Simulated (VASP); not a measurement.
# SnSe2 (P-3m1) in VASP: single point with PBE0

Aim: the single point of SnSe2 with PBE0.

Everything below comes from runs of VASP 6.6.1. Logs are shortened: lines on timing, memory, paths and dates and some standing lists are left out, and cuts for length are marked.

## (1) The cell of the first run

The structure is trigonal, space group P-3m1 (No. 164). Conventional cell: a = 3.825 Å, b = 3.825 Å, c = 6.227 Å, α = 90.00°, β = 90.00°, γ = 120.00°. Within 3.6 Å of Sn (site symmetry -3m) lie 6 Se at 2.71 Å. Se (site symmetry 3m) has 3 Sn at 2.71 Å within 3.6 Å.

## (2) Single point, PBE0

POSCAR reads:

```
SnSe2
1.0
    3.8251491970      0.0000000000      0.0000000000
   -1.9125745985      3.3126763779      0.0000000000
    0.0000000000      0.0000000000      6.2270814990
Sn Se
1 2
Direct
    0.0000000000      0.0000000000      0.0000000000
    0.3333333333      0.6666666667      0.2530781084
    0.6666666667      0.3333333333      0.7469218916
```

INCAR.step1 reads:

```
SYSTEM = SnSe2
PREC = Accurate
ENCUT = 520
EDIFF = 1E-5
ISMEAR = 0
SIGMA = 0.01
LREAL = .FALSE.
LASPH = .TRUE.
NELM = 60
ALGO = Normal
ISIF = 2
LWAVE = .TRUE.
LCHARG = .FALSE.
NBANDS = 20
GGA = PE
KPAR = 2
```

INCAR.step2 reads:

```
SYSTEM = SnSe2
PREC = Accurate
ENCUT = 520
EDIFF = 1E-6
ISMEAR = 0
SIGMA = 0.01
LREAL = .FALSE.
LASPH = .TRUE.
NELM = 60
ALGO = Normal
ISIF = 2
LWAVE = .FALSE.
LCHARG = .FALSE.
GGA = PE
LHFCALC = .TRUE.
AEXX = 0.25
PRECFOCK = Normal
NBANDS = 20
ISTART = 1
KPAR = 2
```

KPOINTS reads:

```
regular mesh
0
G
  6 6 4
  0 0 0
```

Potentials or basis: VASP PAW PBE potentials, release 64 (Sn_d, Se).

On the command line:

```sh
> cat potpaw_PBE.64/Sn_d/POTCAR potpaw_PBE.64/Se/POTCAR > POTCAR
> cp INCAR.step1 INCAR
> mpirun -np 2 vasp_std > vasp.out
> cp INCAR.step2 INCAR
> mpirun -np 2 vasp_std > vasp.out
```

OUTCAR:

```text
SYSTEM = SnSe2
   PREC = Accurate
   ENCUT = 520
   EDIFF = 1E-6
   ISMEAR = 0
   LREAL = .FALSE.
   LASPH = .TRUE.
   NELM = 60
   ISIF = 2
   GGA = PE
   LHFCALC = .TRUE.
   AEXX = 0.25
   PRECFOCK = Normal
   ISTART = 1

 ion  position               nearest neighbor table
   1  0.000  0.000  0.000-   2 2.71   3 2.71   3 2.71   2 2.71   3 2.71   2 2.71
   2  0.333  0.667  0.253-   1 2.71   1 2.71   1 2.71
   3  0.667  0.333  0.747-   1 2.71   1 2.71   1 2.71

  LATTYP: Found a hexagonal cell.
 ALAT       =     3.8251491970
 C/A-ratio  =     1.6279316644

  Lattice vectors:

 A1 = (   3.8251491970,   0.0000000000,   0.0000000000)
 A2 = (  -1.9125745985,   3.3126763779,   0.0000000000)
 A3 = (   0.0000000000,   0.0000000000,   6.2270814990)

Analysis of symmetry for initial positions (statically):
=====================================================================
 Subroutine PRICEL returns:
 Original cell was already a primitive cell.

 Routine SETGRP: Setting up the symmetry group for a
 hexagonal supercell.

 Subroutine GETGRP returns: Found 12 space group operations
 (whereof 12 operations were pure point group operations)
 out of a pool of 24 trial point group operations.

The static configuration has the point symmetry D_3d.

Analysis of symmetry for dynamics (positions and initial velocities):
=====================================================================
 Subroutine PRICEL returns:
 Original cell was already a primitive cell.

 Routine SETGRP: Setting up the symmetry group for a
 hexagonal supercell.

 Subroutine GETGRP returns: Found 12 space group operations
 (whereof 12 operations were pure point group operations)
 out of a pool of 24 trial point group operations.

The dynamic configuration has the point symmetry D_3d.

 Subroutine INISYM returns: Found 12 space group operations
 (whereof 12 operations are pure point group operations),
 and found     1 'primitive' translations

----------------------------------------------------------------------------------------

                                     Primitive cell

  volume of cell :      78.9063

  direct lattice vectors                    reciprocal lattice vectors
     3.825149197  0.000000000  0.000000000     0.261427711  0.150935359  0.000000000
    -1.912574599  3.312676378  0.000000000     0.000000000  0.301870719  0.000000000
     0.000000000  0.000000000  6.227081499     0.000000000  0.000000000  0.160588873

  length of vectors
     3.825149197  3.825149197  6.227081499     0.301870719  0.301870719  0.160588873

  position of ions in fractional coordinates (direct lattice)
     0.000000000  0.000000000  0.000000000
     0.333333333  0.666666667  0.253078108
     0.666666667  0.333333333  0.746921892

  ion indices of the primitive-cell ions
   primitive index   ion index
                 1           1
                 2           2
                 3           3

----------------------------------------------------------------------------------------

 KPOINTS: regular mesh

Automatic generation of k-mesh.
 Grid dimensions read from file:
 generate k-points for:    6    6    4

 Generating k-lattice:

  Cartesian coordinates                     Fractional coordinates (reciprocal lattice)
     0.043571285  0.025155893  0.000000000     0.166666667  0.000000000  0.000000000
     0.000000000  0.050311786  0.000000000     0.000000000  0.166666667  0.000000000
     0.000000000  0.000000000  0.040147218     0.000000000  0.000000000  0.250000000

  Length of vectors
     0.050311786  0.050311786  0.040147218

  Shift w.r.t. Gamma in fractional coordinates (k-lattice)
     0.000000000  0.000000000  0.000000000

 Subroutine IBZKPT returns following result:
 ===========================================

 Found     24 irreducible k-points:

 Following reciprocal coordinates:
            Coordinates               Weight
  0.000000  0.000000  0.000000      1.000000
  0.166667  0.000000  0.000000      6.000000
  0.333333 -0.000000  0.000000      6.000000
  0.500000 -0.000000  0.000000      3.000000
  0.166667  0.166667  0.000000      6.000000
  0.333333  0.166667  0.000000     12.000000
[... 16 lines left out ...]
  0.333333  0.166667  0.500000     12.000000
  0.333333  0.333333  0.500000      2.000000
   k-points           NKPTS =     24   k-points in BZ     NKDIM =    144   number of bands    NBANDS=     20
   number of dos      NEDOS =    301   number of ions     NIONS =      3
   total plane-waves  NPLWV =  37632
   dimension x,y,z NGX =    28 NGY =   28 NGZ =   48
   dimension x,y,z NGXF=    56 NGYF=   56 NGZF=   96
   ions per type =               1   2
   NGX,Y,Z   is equivalent  to a cutoff of  12.17, 12.17, 12.81 a.u.
   NGXF,Y,Z  is equivalent  to a cutoff of  24.34, 24.34, 25.63 a.u.
 SYSTEM =  SnSe2
   PREC   = accura    normal or accurate (medium, high low for compatibility)
   ISTART =      1    job   : 0-new  1-cont  2-samecut
   ICHARG =      0    charge: 1-file 2-atom 10-const
   ISPIN  =      1    spin polarized calculation?
   LNONCOLLINEAR =      F non collinear calculations
   LSORBIT =      F    spin-orbit coupling
   LASPH  =      T    aspherical Exc in radial PAW
   ENCUT  =  520.0 eV  38.22 Ry    6.18 a.u.   7.11  7.11 11.58*2*pi/ulx,y,z
   NELM   =     60;   NELMIN=  2; NELMDL=  0     # of ELM steps
   EDIFF  = 0.1E-05   stopping-criterion for ELM
   LREAL  =      F    real-space projection
   EDIFFG = 0.1E-04   stopping-criterion for IOM
   NSW    =      0    number of steps for IOM
   IBRION =     -1    ionic relax: 0-MD 1-quasi-New 2-CG
   NFREE  =      0    steps in history (QN), initial steepest desc. (CG)
   ISIF   =      2    stress and relaxation
   ISYM   =      3    0-nonsym 1-usesym 2-fastsym
   POTIM  = 0.5000    time-step for ionic-motion
   TEBEG  =    0.0;   TEEND  =   0.0 temperature during run
   PSTRESS=    0.0 pullay stress
   NELECT =      26.0000    total number of electrons
   NUPDOWN=      -1.0000    fix difference up-down
   EMIN   =  10.00;   EMAX   =-10.00  energy-range for DOS
   EFERMI =   0.00;   METHOD = LEGACY
   ISMEAR =     0;   SIGMA  =   0.01  broadening in eV -4-tet -1-fermi 0-gaus
   EFERMI_NEDOS =   21; number of points for ismear=-14 and -15
   IALGO  =     38    algorithm
   IMIX   =      1    mixing-type and parameters
     AMIX     =   0.40;   BMIX     =  1.00
     AMIX_MAG =   1.60;   BMIX_MAG =  1.00
  volume/ion in A,a.u.               =      26.30       177.50
  Fermi-wavevector in a.u.,A,eV,Ry     =   1.130738  2.136785 17.395978  1.278568
  Thomas-Fermi vector in A             =   2.267435
   LORBIT       =      0    0 simple, 1 ext, 2 COOP (PROOUT), +10 PAW based schemes
   GGA     = PE    functional components
   LHFCALC =     T    Hartree Fock is set to
   PRECFOCK=normal    Normal, Fast or Accurate (Low or Medium for compatibility)
   ENCUT4O =  -1.0   cutoff for four orbital integrals eV
   NKREDX  =     1    reduce k-point grid by
   NKREDY  =     1    reduce k-point grid by
   NKREDZ  =     1    reduce k-point grid by
   AEXX    =    0.2500 exact exchange contribution
   HFSCREEN=    0.0000 screening length (either q_TF or 0.3 A-1)
   HFSCREENC=   0.0000 screening length for correlation (either q_TF or 0.3 A-1)
   ENCUTFOCK=  -1.0 apply spherical cutoff to Coloumb kernel
   IVDW    =     0    specifies the selected vdW correction
   LEPSILON=     F    determine dielectric tensor
   LRPA    =     F    only Hartree local field effects (RPA)
 non-spin polarized calculation
 Gauss-broadening in eV      SIGMA  =   0.01
  energy-cutoff  :      520.00
  volume of cell :       78.91
 maximum number of plane-waves:      2142
  NGX = 24; NGY = 24; NGZ = 36

 number of electron      26.0000000 magnetization

 Free energy of the ion-electron system (eV)
  ---------------------------------------------------
  ext. energy  EPLUGINS =         0.00000000
  ---------------------------------------------------
  free energy    TOTEN  =       -16.06760545 eV

  energy without entropy =      -16.06760545  energy(sigma->0) =      -16.06760545

 E-fermi :   3.0708     XC(G=0):  -7.4133

 val. band max:        3.0189227994   @ k =   0.1667   0.0000   0.2500
 cond. band min:       5.1032960347   @ k =   0.5000  -0.0000   0.5000
 fundamental gap:      2.0843732353
 Fermi energy:         3.0707927086

 k-point     1 :       0.0000    0.0000    0.0000
  band No.  band energies     occupation
      1     -20.3161      2.00000
      2     -20.3161      2.00000
      3     -20.2622      2.00000
      4     -20.2524      2.00000
      5     -20.2524      2.00000
      6     -12.1162      2.00000
[... 12 lines left out ...]
     19      13.7702      0.00000
     20      13.7702      0.00000

 k-point     2 :       0.1667    0.0000    0.0000
  band No.  band energies     occupation
      1     -20.3295      2.00000
      2     -20.3089      2.00000
      3     -20.2593      2.00000
      4     -20.2531      2.00000
      5     -20.2495      2.00000
      6     -11.8228      2.00000
[... 12 lines left out ...]
     19      12.9864      0.00000
     20      14.0712      0.00000

 k-point     3 :       0.3333   -0.0000    0.0000
  band No.  band energies     occupation
      1     -20.3586      2.00000
      2     -20.3001      2.00000
      3     -20.2686      2.00000
      4     -20.2378      2.00000
      5     -20.2368      2.00000
      6     -11.0423      2.00000
[... 12 lines left out ...]
     19      13.8268      0.00000
     20      14.5918      0.00000

 k-point     4 :       0.5000   -0.0000    0.0000
  band No.  band energies     occupation
      1     -20.3736      2.00000
      2     -20.2982      2.00000
      3     -20.2731      2.00000
      4     -20.2292      2.00000
      5     -20.2282      2.00000
      6     -10.3709      2.00000
[... 429 lines left out ...]
 k-point    23 :       0.3333    0.1667    0.5000
  band No.  band energies     occupation
      1     -20.3596      2.00000
      2     -20.3103      2.00000
      3     -20.2647      2.00000
      4     -20.2398      2.00000
      5     -20.2284      2.00000
      6     -10.3280      2.00000
[... 12 lines left out ...]
     19      13.1234      0.00000
     20      14.5891      0.00000

 k-point    24 :       0.3333    0.3333    0.5000
  band No.  band energies     occupation
      1     -20.3372      2.00000
      2     -20.3372      2.00000
      3     -20.2489      2.00000
      4     -20.2489      2.00000
      5     -20.2314      2.00000
      6      -9.8834      2.00000
[... 12 lines left out ...]
     19      13.9575      0.00000
     20      13.9648      0.00000

------------------------ aborting loop because EDIFF is reached ----------------------------------------

  FORCE on cell =-STRESS in cart. coord.  units (eV):
  Direction    XX          YY          ZZ          XY          YZ          ZX
  --------------------------------------------------------------------------------------
  -------------------------------------------------------------------------------------
  Total       -0.0714720     -0.0714720     -0.1183231     -0.0000000     -0.0000000      0.0000000
  in kB       -1.4512244     -1.4512244     -2.4025262     -0.0000000     -0.0000000      0.0000000
  external PRESSURE =      -1.7683250 kB  Pullay stress =       0.0000000 kB

 VOLUME and BASIS-vectors are now :
 -----------------------------------------------------------------------------
  energy-cutoff  :      520.00
  volume of cell :       78.91
      direct lattice vectors                 reciprocal lattice vectors
     3.825149197  0.000000000  0.000000000     0.261427711  0.150935359  0.000000000
    -1.912574599  3.312676378  0.000000000     0.000000000  0.301870719  0.000000000
     0.000000000  0.000000000  6.227081499     0.000000000  0.000000000  0.160588873

 POSITION                                       TOTAL-FORCE (eV/Angst)
 -----------------------------------------------------------------------------------
      0.00000      0.00000      0.00000         0.000000      0.000000      0.000000
     -0.00000      2.20845      1.57594         0.000000      0.000000     -0.255522
      1.91257      1.10423      4.65114        -0.000000      0.000000      0.255522
 -----------------------------------------------------------------------------------
    total drift:                               -0.000000     -0.000000      0.000000

  FREE ENERGIE OF THE ION-ELECTRON SYSTEM (eV)
  ---------------------------------------------------
  free  energy   TOTEN  =       -16.0676054547 eV

  energy  without entropy=      -16.0676054547  energy(sigma->0) =      -16.06760545
```

Run time: 51 min. Hardware: 2 MPI ranks of Intel Xeon Platinum 8559C (Emerald Rapids), shared host; peak memory 0.24 GiB.

Results:

```yaml
Free_energy: -16.0676 eV
Pressure: -0.2 GPa
Largest_force: 0.256 eV/Å
Band_gap_on_the_k_mesh: 2.08 eV (least direct gap 2.55 eV)
```

Forces in eV/Å, atoms in the order of the input:
```
Sn   0.000  0.000  0.000
Se   0.000  0.000 -0.256
Se   0.000  0.000  0.256
```

Stress tensor (GPa, compression positive):
```
-0.15  0.00  0.00
 0.00 -0.15  0.00
 0.00  0.00 -0.24
```

Caveat: the PAW data sets were made with another functional, which shifts forces and pressure a little; spin-orbit coupling is left out, which moves the levels of the heavy elements; this functional lacks dispersion, which binds layers or chains, so the pressure and a relaxed spacing across them are unreliable. A k mesh can miss the band edges.
